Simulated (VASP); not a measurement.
# BP (series) (F-43m) in VASP: notebook

The runs below take BP (series) through single point, with PBE.

All numbers are computed with VASP 6.6.1; they aren't measurements. Logs are shortened: lines on timing, memory, paths and dates and some standing lists are left out, and cuts for length are marked.

## 1. The cell of the first run

It takes space group F-43m (No. 216, cubic). Conventional cell: a = 4.538 Å, b = 4.538 Å, c = 4.538 Å, α = 90.00°, β = 90.00°, γ = 90.00°. B (site symmetry -43m) has 4 P at 1.97 Å within 2.6 Å. P (site symmetry -43m) has 4 B at 1.97 Å within 2.6 Å.

## 2. Single point, PBE

INCAR

```
SYSTEM = BP
ALGO = Normal
EDIFF = 1E-6
ENCUT = 500
GGA = PE
GGA_COMPAT = .False.
ISIF = 2
ISMEAR = 0
LASPH = .True.
LCHARG = .True.
LELF = .True.
LREAL = .False.
LVHAR = .True.
LWAVE = .False.
NBANDS = 11
NELM = 120
PREC = Accurate
SIGMA = 0.02
```

KPOINTS

```
k-points
0
Gamma
  8 8 8
  0 0 0
```

POSCAR

```
BP
1.0
    0.0000000000      2.2690000000      2.2690000000
    2.2690000000      0.0000000000      2.2690000000
    2.2690000000      2.2690000000      0.0000000000
B P
1 1
Direct
    0.0000000000      0.0000000000      0.0000000000
    0.2500000000      0.2500000000      0.2500000000
```

Potentials or basis: VASP PAW PBE potentials, release 64 (B, P).

Command:

```
$ cat potpaw_PBE.64/B/POTCAR potpaw_PBE.64/P/POTCAR > POTCAR
$ mpirun -np 1 vasp_std > vasp.out
```

OUTCAR:

```text
SYSTEM = BP
   EDIFF = 1E-6
   ENCUT = 500
   GGA = PE
   ISIF = 2
   ISMEAR = 0
   LASPH = .True.
   LREAL = .False.
   NELM = 120
   PREC = Accurate

 ion  position               nearest neighbor table
   1  0.000  0.000  0.000-   2 1.97   2 1.97   2 1.97   2 1.97
   2  0.250  0.250  0.250-   1 1.97   1 1.97   1 1.97   1 1.97

  LATTYP: Found a face centered cubic cell.
 ALAT       =     4.5380000000

  Lattice vectors:

 A1 = (   0.0000000000,   2.2690000000,   2.2690000000)
 A2 = (   2.2690000000,   0.0000000000,   2.2690000000)
 A3 = (   2.2690000000,   2.2690000000,   0.0000000000)

Analysis of symmetry for initial positions (statically):
=====================================================================
 Subroutine PRICEL returns:
 Original cell was already a primitive cell.

 Routine SETGRP: Setting up the symmetry group for a
 face centered cubic supercell.

 Subroutine GETGRP returns: Found 24 space group operations
 (whereof 24 operations were pure point group operations)
 out of a pool of 48 trial point group operations.

The static configuration has the point symmetry T_d .

Analysis of symmetry for dynamics (positions and initial velocities):
=====================================================================
 Subroutine PRICEL returns:
 Original cell was already a primitive cell.

 Routine SETGRP: Setting up the symmetry group for a
 face centered cubic supercell.

 Subroutine GETGRP returns: Found 24 space group operations
 (whereof 24 operations were pure point group operations)
 out of a pool of 48 trial point group operations.

The dynamic configuration has the point symmetry T_d .

 Subroutine INISYM returns: Found 24 space group operations
 (whereof 24 operations are pure point group operations),
 and found     1 'primitive' translations

----------------------------------------------------------------------------------------

                                     Primitive cell

  volume of cell :      23.3633

  direct lattice vectors                    reciprocal lattice vectors
     0.000000000  2.269000000  2.269000000    -0.220361393  0.220361393  0.220361393
     2.269000000  0.000000000  2.269000000     0.220361393 -0.220361393  0.220361393
     2.269000000  2.269000000  0.000000000     0.220361393  0.220361393 -0.220361393

  length of vectors
     3.208850573  3.208850573  3.208850573     0.381677128  0.381677128  0.381677128

  position of ions in fractional coordinates (direct lattice)
     0.000000000  0.000000000  0.000000000
     0.250000000  0.250000000  0.250000000

  ion indices of the primitive-cell ions
   primitive index   ion index
                 1           1
                 2           2

----------------------------------------------------------------------------------------

 KPOINTS: k-points

Automatic generation of k-mesh.
 Grid dimensions read from file:
 generate k-points for:    8    8    8

 Generating k-lattice:

  Cartesian coordinates                     Fractional coordinates (reciprocal lattice)
    -0.027545174  0.027545174  0.027545174     0.125000000  0.000000000  0.000000000
     0.027545174 -0.027545174  0.027545174     0.000000000  0.125000000  0.000000000
     0.027545174  0.027545174 -0.027545174     0.000000000  0.000000000  0.125000000

  Length of vectors
     0.047709641  0.047709641  0.047709641

  Shift w.r.t. Gamma in fractional coordinates (k-lattice)
     0.000000000  0.000000000  0.000000000

 Subroutine IBZKPT returns following result:
 ===========================================

 Found     29 irreducible k-points:

 Following reciprocal coordinates:
            Coordinates               Weight
  0.000000  0.000000  0.000000      1.000000
  0.125000  0.000000  0.000000      8.000000
  0.250000  0.000000  0.000000      8.000000
  0.375000  0.000000  0.000000      8.000000
  0.500000  0.000000  0.000000      4.000000
  0.125000  0.125000  0.000000      6.000000
[... 16 lines left out ...]
  0.500000  0.250000  0.125000     48.000000
 -0.375000  0.250000  0.125000     24.000000
 [... further k-points ...]
   k-points           NKPTS =     29   k-points in BZ     NKDIM =     29   number of bands    NBANDS=     11
   number of dos      NEDOS =    301   number of ions     NIONS =      2
   total plane-waves  NPLWV =  13824
   dimension x,y,z NGX =    24 NGY =   24 NGZ =   24
   dimension x,y,z NGXF=    48 NGYF=   48 NGZF=   48
   ions per type =               1   1
   NGX,Y,Z   is equivalent  to a cutoff of  12.43, 12.43, 12.43 a.u.
   NGXF,Y,Z  is equivalent  to a cutoff of  24.87, 24.87, 24.87 a.u.
 SYSTEM =  BP
   PREC   = accura    normal or accurate (medium, high low for compatibility)
   ISTART =      0    job   : 0-new  1-cont  2-samecut
   ICHARG =      2    charge: 1-file 2-atom 10-const
   ISPIN  =      1    spin polarized calculation?
   LNONCOLLINEAR =      F non collinear calculations
   LSORBIT =      F    spin-orbit coupling
   LASPH  =      T    aspherical Exc in radial PAW
   ENCUT  =  500.0 eV  36.75 Ry    6.06 a.u.   5.85  5.85  5.85*2*pi/ulx,y,z
   NELM   =    120;   NELMIN=  2; NELMDL= -5     # of ELM steps
   EDIFF  = 0.1E-05   stopping-criterion for ELM
   LREAL  =      F    real-space projection
   EDIFFG = 0.1E-04   stopping-criterion for IOM
   NSW    =      0    number of steps for IOM
   IBRION =     -1    ionic relax: 0-MD 1-quasi-New 2-CG
   NFREE  =      0    steps in history (QN), initial steepest desc. (CG)
   ISIF   =      2    stress and relaxation
   ISYM   =      2    0-nonsym 1-usesym 2-fastsym
   POTIM  = 0.5000    time-step for ionic-motion
   TEBEG  =    0.0;   TEEND  =   0.0 temperature during run
   PSTRESS=    0.0 pullay stress
   NELECT =       8.0000    total number of electrons
   NUPDOWN=      -1.0000    fix difference up-down
   EMIN   =  10.00;   EMAX   =-10.00  energy-range for DOS
   EFERMI =   0.00;   METHOD = LEGACY
   ISMEAR =     0;   SIGMA  =   0.02  broadening in eV -4-tet -1-fermi 0-gaus
   EFERMI_NEDOS =   21; number of points for ismear=-14 and -15
   IALGO  =     38    algorithm
   IMIX   =      4    mixing-type and parameters
     AMIX     =   0.40;   BMIX     =  1.00
     AMIX_MAG =   1.60;   BMIX_MAG =  1.00
  volume/ion in A,a.u.               =      11.68        78.83
  Fermi-wavevector in a.u.,A,eV,Ry     =   1.145320  2.164342 17.847562  1.311759
  Thomas-Fermi vector in A             =   2.282009
   LORBIT       =      0    0 simple, 1 ext, 2 COOP (PROOUT), +10 PAW based schemes
   GGA     = PE    functional components
   LHFCALC =     F    Hartree Fock is set to
   AEXX    =    0.0000 exact exchange contribution
   IVDW    =     0    specifies the selected vdW correction
   LEPSILON=     F    determine dielectric tensor
   LRPA    =     F    only Hartree local field effects (RPA)
 non-spin polarized calculation
 Gauss-broadening in eV      SIGMA  =   0.02
  energy-cutoff  :      500.00
  volume of cell :       23.36
 maximum number of plane-waves:       609
   NGX = 11   NGY = 11   NGZ = 11

 number of electron       8.0000000 magnetization

 Free energy of the ion-electron system (eV)
  ---------------------------------------------------
  ext. energy  EPLUGINS =         0.00000000
  ---------------------------------------------------
  free energy    TOTEN  =       -12.92828072 eV

  energy without entropy =      -12.92828072  energy(sigma->0) =      -12.92828072

 E-fermi :   7.5722     XC(G=0): -10.9068

 val. band max:        7.4338320665   @ k =   0.0000   0.0000   0.0000
 cond. band min:       8.7028756358   @ k =   0.3750   0.3750   0.0000
 fundamental gap:      1.2690435693
 Fermi energy:         7.5722314490

 k-point     1 :       0.0000    0.0000    0.0000
  band No.  band energies     occupation
      1      -8.0269      2.00000
      2       7.4338      2.00000
      3       7.4338      2.00000
      4       7.4338      2.00000
      5      10.8341      0.00000
      6      10.8341      0.00000
      7      10.8341      0.00000
      8      14.8082      0.00000
      9      18.9463      0.00000
     10      19.5619      0.00000
     11      19.5619      0.00000

 k-point     2 :       0.1250    0.0000    0.0000
  band No.  band energies     occupation
      1      -7.7458      2.00000
      2       5.5791      2.00000
      3       7.0057      2.00000
      4       7.0057      2.00000
      5      11.3688      0.00000
      6      11.4263      0.00000
      7      11.4263      0.00000
      8      15.5955      0.00000
      9      18.6548      0.00000
     10      18.6548      0.00000
     11      19.7808      0.00000

 k-point     3 :       0.2500    0.0000    0.0000
  band No.  band energies     occupation
      1      -6.9214      2.00000
      2       2.5875      2.00000
      3       6.3167      2.00000
      4       6.3167      2.00000
      5      11.4358      0.00000
      6      12.1968      0.00000
      7      12.1968      0.00000
      8      17.0437      0.00000
      9      18.3969      0.00000
     10      18.3969      0.00000
     11      20.4778      0.00000

 k-point     4 :       0.3750    0.0000    0.0000
  band No.  band energies     occupation
      1      -5.6598      2.00000
      2      -0.1375      2.00000
      3       5.8395      2.00000
      4       5.8395      2.00000
      5      11.2838      0.00000
      6      12.2533      0.00000
      7      12.2533      0.00000
      8      17.5974      0.00000
      9      20.0567      0.00000
     10      20.0567      0.00000
     11      21.2608      0.00000
[... 239 lines left out ...]
 k-point    22 :       0.3750    0.2500    0.1250
  band No.  band energies     occupation
      1      -6.1980      2.00000
      2       2.5001      2.00000
      3       3.6390      2.00000
      4       5.4561      2.00000
      5      10.8944      0.00000
      6      13.4393      0.00000
      7      13.6448      0.00000
      8      14.9568      0.00000
      9      19.0287      0.00000
     10      21.3274      0.00000
     11      23.0491      0.00000

 k-point    23 :       0.5000    0.2500    0.1250
  band No.  band energies     occupation
      1      -4.9675      2.00000
      2       0.3340      2.00000
      3       2.9865      2.00000
      4       4.6866      2.00000
      5      11.5396      0.00000
      6      12.9063      0.00000
      7      14.7593      0.00000
      8      15.7730      0.00000
      9      19.8530      0.00000
     10      20.8405      0.00000
     11      24.5067      0.00000

 k-point    24 :      -0.3750    0.2500    0.1250
  band No.  band energies     occupation
      1      -4.0446      2.00000
      2      -1.0146      2.00000
      3       2.9069      2.00000
      4       4.3179      2.00000
      5      11.6257      0.00000
      6      12.6324      0.00000
      7      15.7429      0.00000
      8      17.2235      0.00000
      9      17.8883      0.00000
     10      21.8537      0.00000
     11      24.2856      0.00000

 [... further k-points ...]
[... 5 lines left out ...]
  --------------------------------------------------------------------------------------
  -------------------------------------------------------------------------------------
  Total        0.1332891      0.1332891      0.1332891     -0.0000000     -0.0000000     -0.0000000
  in kB        9.1405386      9.1405386      9.1405386     -0.0000000     -0.0000000     -0.0000000
  external PRESSURE =       9.1405386 kB  Pullay stress =       0.0000000 kB

 VOLUME and BASIS-vectors are now :
 -----------------------------------------------------------------------------
  energy-cutoff  :      500.00
  volume of cell :       23.36
      direct lattice vectors                 reciprocal lattice vectors
     0.000000000  2.269000000  2.269000000    -0.220361393  0.220361393  0.220361393
     2.269000000  0.000000000  2.269000000     0.220361393 -0.220361393  0.220361393
     2.269000000  2.269000000  0.000000000     0.220361393  0.220361393 -0.220361393

 POSITION                                       TOTAL-FORCE (eV/Angst)
 -----------------------------------------------------------------------------------
      0.00000      0.00000      0.00000        -0.000000     -0.000000      0.000000
      1.13450      1.13450      1.13450         0.000000      0.000000     -0.000000
 -----------------------------------------------------------------------------------
    total drift:                                0.000000      0.000000      0.000000

  FREE ENERGIE OF THE ION-ELECTRON SYSTEM (eV)
  ---------------------------------------------------
  free  energy   TOTEN  =       -12.9282807184 eV

  energy  without entropy=      -12.9282807184  energy(sigma->0) =      -12.92828072
```

Wall time 9 s (1 thread of Intel Xeon Platinum 8259CL at 2.50GHz (Skylake/Cascade Lake), shared host); peak memory 0.13 GiB.

What came out:

```
Free energy            : -12.9283 eV
Pressure               : 0.9 GPa
Band gap on the k mesh : 1.27 eV, indirect (least direct gap 3.40 eV)
```

Levels at points of the mesh, in eV from the valence-band top:
| k point | band 1 | band 2 | band 3 | band 4 | band 5 | band 6 | band 7 | band 8 | band 9 |
| --- | --- | --- | --- | --- | --- | --- | --- | --- | --- |
| (0.00, 0.00, 0.00) | -15.46 | 0.00 | 0.00 | 0.00 | 3.40 | 3.40 | 3.40 | 7.37 | 11.51 |
| (0.50, 0.00, 0.00) | -12.14 | -9.03 | -1.76 | -1.76 | 3.78 | 4.71 | 4.71 | 10.13 | 14.63 |
| (0.50, 0.50, 0.00) | -10.61 | -8.58 | -4.11 | -4.11 | 1.33 | 1.66 | 12.12 | 12.12 | 15.23 |

(Part 1 of 2 ends here.)
